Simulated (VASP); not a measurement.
# GaP (F-43m) in VASP: notebook, part 2 of 2

VASP 6.6.1. The steps go on from the part before.

## 4. Vibrations by perturbation theory, PBEsol

This run uses another cell than the first one, of 20.11 Å³/atom.

The input, INCAR:

```
SYSTEM = GaP
PREC     = Accurate       ! precision mode
ENCUT    = 500            ! plane-wave cutoff, eV
EDIFF    = 1E-8           ! SCF threshold, eV
ISMEAR   = 0              ! smearing method
SIGMA    = 0.01           ! smearing width, eV
LREAL    = .FALSE.        ! projectors in reciprocal space
LASPH    = .TRUE.         ! aspherical terms in the spheres
NELM     = 120            ! most SCF steps
ALGO     = Normal         ! electronic algorithm
ISIF     = 2              ! what is computed and relaxed
LWAVE    = .FALSE.        ! write WAVECAR
LCHARG   = .FALSE.        ! write CHGCAR
GGA      = PS             ! functional
NBANDS   = 16             ! bands
IBRION   = 8              ! ionic algorithm
NSW      = 1              ! ionic steps
LEPSILON = .TRUE.         ! dielectric tensor by DFPT
GGA_COMPAT= .FALSE.
```

The input, KPOINTS:

```
regular mesh
0
G
  8 8 8
  0 0 0
```

The input, POSCAR:

```
GaP
1.0
    0.0000000000      2.7192640295      2.7192640295
    2.7192640295      0.0000000000      2.7192640295
    2.7192640295      2.7192640295      0.0000000000
Ga P
1 1
Direct
    0.0000000000      0.0000000000      0.0000000000
    0.7500000000      0.7500000000      0.7500000000
```

Potentials or basis: VASP PAW PBE potentials, release 64 (Ga_d, P).

Command:

```console
cat potpaw_PBE.64/Ga_d/POTCAR potpaw_PBE.64/P/POTCAR > POTCAR
mpirun -np 1 vasp_std > vasp.out
```

OUTCAR:

```text
SYSTEM = GaP
   PREC = Accurate
   ENCUT = 500
   EDIFF = 1E-8
   ISMEAR = 0
   LREAL = .FALSE.
   LASPH = .TRUE.
   NELM = 120
   ISIF = 2
   GGA = PS
   IBRION = 8
   NSW = 1
   LEPSILON = .TRUE.

 ion  position               nearest neighbor table
   1  0.000  0.000  0.000-   2 2.35   2 2.35   2 2.35   2 2.35
   2  0.750  0.750  0.750-   1 2.35   1 2.35   1 2.35   1 2.35

  LATTYP: Found a face centered cubic cell.
 ALAT       =     5.4385280590

  Lattice vectors:

 A1 = (   0.0000000000,   2.7192640295,   2.7192640295)
 A2 = (   2.7192640295,   0.0000000000,   2.7192640295)
 A3 = (   2.7192640295,   2.7192640295,   0.0000000000)

Analysis of symmetry for initial positions (statically):
[... 758 lines left out ...]
  z     0.00000     0.00000     0.00000     7.26262     0.00000     0.00000

 SECOND DERIVATIVES (NOT SYMMETRIZED)
 ------------------------------------
               1X          1Y          1Z          2X          2Y          2Z
  1X   -10.022526    0.000000    0.000000   10.022526    0.000000    0.000000
  1Y     0.000000  -10.022526    0.000000    0.000000   10.022526    0.000000
  1Z     0.000000    0.000000  -10.022526    0.000000    0.000000   10.022526
  2X     9.972999    0.000000    0.000000   -9.972999    0.000000    0.000000
  2Y     0.000000    9.972999    0.000000    0.000000   -9.972999    0.000000
  2Z     0.000000    0.000000    9.972999    0.000000    0.000000   -9.972999

 Eigenvectors and eigenvalues of the dynamical matrix
 ----------------------------------------------------

   1 f  =   10.668833 THz    67.034257 2PiTHz  355.873977 cm-1    44.122730 meV
             X         Y         Z           dx          dy          dz
      0.000000  0.000000  0.000000     0.000000    0.555565    0.000000
      4.078896  4.078896  4.078896     0.000000   -0.831473    0.000000
[... 21 lines left out ...]
   6 f/i=    0.012207 THz     0.076699 2PiTHz    0.407184 cm-1     0.050484 meV
             X         Y         Z           dx          dy          dz
      0.000000  0.000000  0.000000     0.000000    0.000000    0.831473
      4.078896  4.078896  4.078896     0.000000    0.000000    0.555565

--------------------------------------------------------------------------------------------------------

 MACROSCOPIC STATIC DIELECTRIC TENSOR IONIC CONTRIBUTION
 ------------------------------------------------------
           2.154005    -0.000000     0.000000
          -0.000000     2.154005     0.000000
           0.000000     0.000000     2.154005
 ------------------------------------------------------

 ELASTIC MODULI CONTR FROM IONIC RELAXATION (kBar)
 Direction    XX          YY          ZZ          XY          YZ          ZX
 --------------------------------------------------------------------------------
 XX          -0.0000     -0.0000      0.0000     -0.0000      0.0000     -0.0000
 YY          -0.0000     -0.0000     -0.0000      0.0000      0.0000     -0.0000
 ZZ           0.0000     -0.0000     -0.0000      0.0000      0.0000      0.0000
 XY          -0.0000      0.0000      0.0000   -208.4076     -0.0000     -0.0000
 YZ           0.0000      0.0000      0.0000     -0.0000   -208.4076      0.0000
 ZX          -0.0000     -0.0000      0.0000     -0.0000      0.0000   -208.4076
 --------------------------------------------------------------------------------

 PIEZOELECTRIC TENSOR IONIC CONTR  for field in x, y, z        (C/m^2)
          XX          YY          ZZ          XY          YZ          ZX
  --------------------------------------------------------------------------------
  x     0.00000     0.00000     0.00000    -0.00000    -0.63045     0.00000
  y    -0.00000    -0.00000     0.00000    -0.00000     0.00000    -0.63045
  z    -0.00000     0.00000     0.00000    -0.63045    -0.00000    -0.00000
```

OSZICAR:

```text
N       E                     dE             d eps       ncg     rms          rms(c)
DAV:   1     0.805061149158E+02    0.80506E+02   -0.87932E+03   952   0.160E+03
DAV:   2    -0.386675526609E+01   -0.84373E+02   -0.80478E+02  1064   0.317E+02
[... 197 lines left out ...]
RMM:   5    -0.474204990786E-01   -0.18366E-04   -0.24375E-05  6416   0.193E-02    0.646E-03
RMM:   6    -0.474034913851E-01    0.17008E-04   -0.26651E-06  6115   0.668E-03    0.390E-03
RMM:   7    -0.474013328535E-01    0.21585E-05    0.62881E-07  6282   0.259E-03    0.193E-04
RMM:   8    -0.474000049325E-01    0.13279E-05   -0.25352E-09  6315   0.927E-04    0.169E-04
RMM:   9    -0.473997570256E-01    0.24791E-06   -0.55545E-09  6350   0.283E-04    0.195E-05
RMM:  10    -0.473997577817E-01   -0.75607E-09   -0.45170E-09  6308   0.103E-04    0.617E-06
 Linear response finished
```

Wall time 7.4 min (1 thread of Intel Xeon Platinum 8259CL at 2.50GHz (Skylake/Cascade Lake), shared host); peak memory 0.28 GiB.

Results:

```
Electronic dielectric tensor (diagonal)                 : 11.51
Born charges (mean of the diagonal)                     : Ga +2.19; P -2.19 e
Highest phonon frequency at Γ, LO-TO splitting left out : 356 cm⁻¹
```

Phonon frequencies in cm⁻¹ (negative: imaginary):
| q point | frequencies |
| --- | --- |
| (0.000, 0.000, 0.000) | 0 0 0 356 356 356 |

Electronic dielectric tensor:
```
11.51  0.00  0.00
 0.00 11.51  0.00
 0.00  0.00 11.51
```

Born effective charge tensors (e):
atom 1, Ga
```
2.19 0.00 0.00
0.00 2.19 0.00
0.00 0.00 2.19
```
atom 2, P
```
-2.19  0.00  0.00
 0.00 -2.19  0.00
 0.00  0.00 -2.19
```

Caveat: the PAW data sets were made with another functional, which shifts forces and pressure a little.

## 5. Vibrations by perturbation theory, PBEsol (20.41 Å³/atom)

This run uses another cell than the first one, of 20.41 Å³/atom.

The input, INCAR:

```
PREC = Accurate ; ENCUT = 500
EDIFF = 1E-8 ; ISMEAR = 0
SIGMA = 0.01 ; LREAL = False
LASPH = True ; NELM = 120
ALGO = Normal ; ISIF = 2
LWAVE = False ; LCHARG = False
GGA = PS ; IBRION = 8
NSW = 1 ; GGA_COMPAT = False
```

The input, KPOINTS:

```
Automatic mesh
0
Gamma
  8 8 8
```

The input, POSCAR:

```
GaP
1.0
    0.0000000000      2.7327929290      2.7327929290
    2.7327929290      0.0000000000      2.7327929290
    2.7327929290      2.7327929290      0.0000000000
Ga P
1 1
Direct
    0.0000000000      0.0000000000      0.0000000000
    0.7500000000      0.7500000000      0.7500000000
```

Potentials or basis: VASP PAW PBE potentials, release 64 (Ga_d, P).

Command:

```console
cat potpaw_PBE.64/Ga_d/POTCAR potpaw_PBE.64/P/POTCAR > POTCAR
mpirun -np 1 vasp_std > vasp.out
```

OUTCAR:

```text
PREC = Accurate
   ENCUT = 500
   EDIFF = 1E-8
   ISMEAR = 0
   LREAL = False
   LASPH = True
   NELM = 120
   ISIF = 2
   GGA = PS
   IBRION = 8
   NSW = 1

 ion  position               nearest neighbor table
   1  0.000  0.000  0.000-   2 2.37   2 2.37   2 2.37   2 2.37
   2  0.750  0.750  0.750-   1 2.37   1 2.37   1 2.37   1 2.37

  LATTYP: Found a face centered cubic cell.
 ALAT       =     5.4655858580

  Lattice vectors:

 A1 = (   0.0000000000,   2.7327929290,   2.7327929290)
 A2 = (   2.7327929290,   0.0000000000,   2.7327929290)
 A3 = (   2.7327929290,   2.7327929290,   0.0000000000)

Analysis of symmetry for initial positions (statically):
=====================================================================
 Subroutine PRICEL returns:
 Original cell was already a primitive cell.

 Routine SETGRP: Setting up the symmetry group for a
 face centered cubic supercell.

 Subroutine GETGRP returns: Found 24 space group operations
 (whereof 24 operations were pure point group operations)
 out of a pool of 48 trial point group operations.

The static configuration has the point symmetry T_d .

Analysis of symmetry for dynamics (positions and initial velocities):
=====================================================================
 Subroutine PRICEL returns:
 Original cell was already a primitive cell.

 Routine SETGRP: Setting up the symmetry group for a
 face centered cubic supercell.

 Subroutine GETGRP returns: Found 24 space group operations
 (whereof 24 operations were pure point group operations)
 out of a pool of 48 trial point group operations.

The dynamic configuration has the point symmetry T_d .

 Subroutine INISYM returns: Found 24 space group operations
 (whereof 24 operations are pure point group operations),
 and found     1 'primitive' translations

----------------------------------------------------------------------------------------

                                     Primitive cell

  volume of cell :      40.8179

  direct lattice vectors                    reciprocal lattice vectors
     0.000000000  2.732792929  2.732792929    -0.182963003  0.182963003  0.182963003
     2.732792929  0.000000000  2.732792929     0.182963003 -0.182963003  0.182963003
     2.732792929  2.732792929  0.000000000     0.182963003  0.182963003 -0.182963003

  length of vectors
     3.864752823  3.864752823  3.864752823     0.316901217  0.316901217  0.316901217

  position of ions in fractional coordinates (direct lattice)
     0.000000000  0.000000000  0.000000000
     0.750000000  0.750000000  0.750000000

  ion indices of the primitive-cell ions
   primitive index   ion index
                 1           1
                 2           2

----------------------------------------------------------------------------------------
[... 133 lines left out ...]
      5      -9.9442      2.00000
      6      -7.9773      2.00000
      7       4.4844      2.00000
      8       4.4844      2.00000
      9       4.4844      2.00000
     10       6.1668      0.00000
     11       8.3130      0.00000
     12       8.3130      0.00000
     13       8.3130      0.00000
[... 354 lines left out ...]
  band No.  band energies     occupation
      1     -10.1283      2.00000
      2     -10.0121      2.00000
      3     -10.0001      2.00000
      4      -9.9493      2.00000
      5      -9.9370      2.00000
      6      -5.5084      2.00000
      7      -1.9479      2.00000
      8       1.2730      2.00000
      9       2.5447      2.00000
     10       7.8540      0.00000
     11       8.6816      0.00000
     12      10.8692      0.00000
     13      12.2950      0.00000

 [... further k-points ...]
[... 5 lines left out ...]
  --------------------------------------------------------------------------------------
  -------------------------------------------------------------------------------------
  Total       -0.3279980     -0.3279980     -0.3279980      0.0000000      0.0000000     -0.0000000
  in kB      -12.8745349    -12.8745349    -12.8745349      0.0000000      0.0000000     -0.0000000
  external PRESSURE =     -12.8745349 kB  Pullay stress =       0.0000000 kB

 VOLUME and BASIS-vectors are now :
 -----------------------------------------------------------------------------
  energy-cutoff  :      500.00
  volume of cell :       40.82
      direct lattice vectors                 reciprocal lattice vectors
     0.000000000  2.732792929  2.732792929    -0.182963003  0.182963003  0.182963003
     2.732792929  0.000000000  2.732792929     0.182963003 -0.182963003  0.182963003
     2.732792929  2.732792929  0.000000000     0.182963003  0.182963003 -0.182963003

 POSITION                                       TOTAL-FORCE (eV/Angst)
 -----------------------------------------------------------------------------------
      0.00000      0.00000      0.00000        -0.000000     -0.000000     -0.000000
      4.09919      4.09919      4.09919         0.000000      0.000000      0.000000
 -----------------------------------------------------------------------------------
    total drift:                               -0.000001     -0.000001     -0.000001

  FREE ENERGIE OF THE ION-ELECTRON SYSTEM (eV)
  ---------------------------------------------------
  free  energy   TOTEN  =        -9.9185255900 eV

  energy  without entropy=       -9.9185255900  energy(sigma->0) =       -9.91852559

[... ionic steps 2 to 3 ...]

--------------------------------------- Ionic step        4  -------------------------------------------

------------------------ aborting loop because EDIFF is reached ----------------------------------------

[... ionic steps 5 to 6 ...]

--------------------------------------- Ionic step        7  -------------------------------------------

 Free energy of the ion-electron system (eV)
  ---------------------------------------------------
  ---------------------------------------------------
  free energy    TOTEN  =        -0.04736485 eV

  energy without entropy =       -0.04736485

------------------------ aborting loop because EDIFF is reached ----------------------------------------

 INTERNAL STRAIN TENSOR  FOR ION    2  DIRECTION 1   (eV/Angst):
 -----------------------------------------------------------------------------
    -0.01053  0.00000  0.00000
     0.00000  0.00724  6.68108
     0.00000  6.68108  0.00724

 INTERNAL STRAIN TENSOR FOR ION    2 for displacements in x,y,z  (eV/Angst):
          X           Y           Z          XY          YZ          ZX
  --------------------------------------------------------------------------------
  x    -0.00000     0.00000     0.00000     0.00000     6.68108     0.00000
  y     0.00000     0.00000     0.00000     0.00000     0.00000     6.68108
  z     0.00000     0.00000    -0.00000     6.68108     0.00000     0.00000

 SECOND DERIVATIVES (NOT SYMMETRIZED)
 ------------------------------------
               1X          1Y          1Z          2X          2Y          2Z
  1X    -9.667977    0.000000    0.000000    9.667977    0.000000    0.000000
  1Y     0.000000   -9.667977    0.000000    0.000000    9.667977    0.000000
  1Z     0.000000    0.000000   -9.667977    0.000000    0.000000    9.667977
  2X     9.618636    0.000000    0.000000   -9.618636    0.000000    0.000000
  2Y     0.000000    9.618636    0.000000    0.000000   -9.618636    0.000000
  2Z     0.000000    0.000000    9.618636    0.000000    0.000000   -9.618636

 Eigenvectors and eigenvalues of the dynamical matrix
 ----------------------------------------------------

   1 f  =   10.477839 THz    65.834205 2PiTHz  349.503094 cm-1    43.332841 meV
             X         Y         Z           dx          dy          dz
      0.000000  0.000000  0.000000    -0.555596    0.000000    0.000000
      4.099189  4.099189  4.099189     0.831452   -0.000000   -0.000000
[... 21 lines left out ...]
   6 f/i=    0.012383 THz     0.077803 2PiTHz    0.413043 cm-1     0.051211 meV
             X         Y         Z           dx          dy          dz
      0.000000  0.000000  0.000000    -0.180237    0.216792    0.782195
      4.099189  4.099189  4.099189    -0.120439    0.144866    0.522681

--------------------------------------------------------------------------------------------------------

 ELASTIC MODULI CONTR FROM IONIC RELAXATION (kBar)
 Direction    XX          YY          ZZ          XY          YZ          ZX
 --------------------------------------------------------------------------------
 XX          -0.0000      0.0000      0.0000      0.0000      0.0000      0.0000
 YY           0.0000     -0.0000      0.0000      0.0000      0.0000      0.0000
 ZZ           0.0000      0.0000     -0.0000      0.0000      0.0000      0.0000
 XY           0.0000      0.0000      0.0000   -180.0867      0.0000      0.0000
 YZ           0.0000      0.0000      0.0000      0.0000   -180.0867      0.0000
 ZX           0.0000      0.0000      0.0000      0.0000      0.0000   -180.0867
 --------------------------------------------------------------------------------
```

stdout:

```text
POSCAR found type information on POSCAR GaP
 POSCAR found :  2 types and       2 ions
 scaLAPACK will be used
 -----------------------------------------------------------------------------
|                                                                             |
|                                                                             |
|     You enforced a specific xc type in the INCAR file but a different       |
|     I HOPE YOU KNOW WHAT YOU ARE DOING!                                     |
|                                                                             |
 -----------------------------------------------------------------------------

 LDA part: xc-table for (Slater+PW92), standard interpolation
 POSCAR, INCAR and KPOINTS ok, starting setup
 FFT: planning ... GRIDC
 FFT: planning ... GRID_SOFT
 FFT: planning ... GRID
 WAVECAR not read
 entering main loop
 Linear response reoptimize wavefunctions to high precision
 Linear response DOF=           2
 Linear response progress:
 first order change of Fermi-energy  -0.39171E-02
 force on displaced ion       1 direction 1 :  -9.668   0.000   0.000
 Linear response progress:
 first order change of Fermi-energy   0.41361E-02
 force on displaced ion       2 direction 1 :  -9.619  -0.000  -0.000
 Linear response finished
```

It took 3.1 min on 1 thread of Intel Xeon Platinum 8259CL at 2.50GHz (Skylake/Cascade Lake), shared host; peak memory 0.26 GiB.

Results:

```
Highest phonon frequency at Γ, LO-TO splitting left out : 350 cm⁻¹
```

Phonon frequencies in cm⁻¹ (negative: imaginary):
```csv
q point,frequencies
"(0.000, 0.000, 0.000)",0 0 0 350 350 350
```

Caveat: the cell stands under pressure or tension, which shifts response properties; the PAW data sets were made with another functional, which shifts forces and pressure a little.
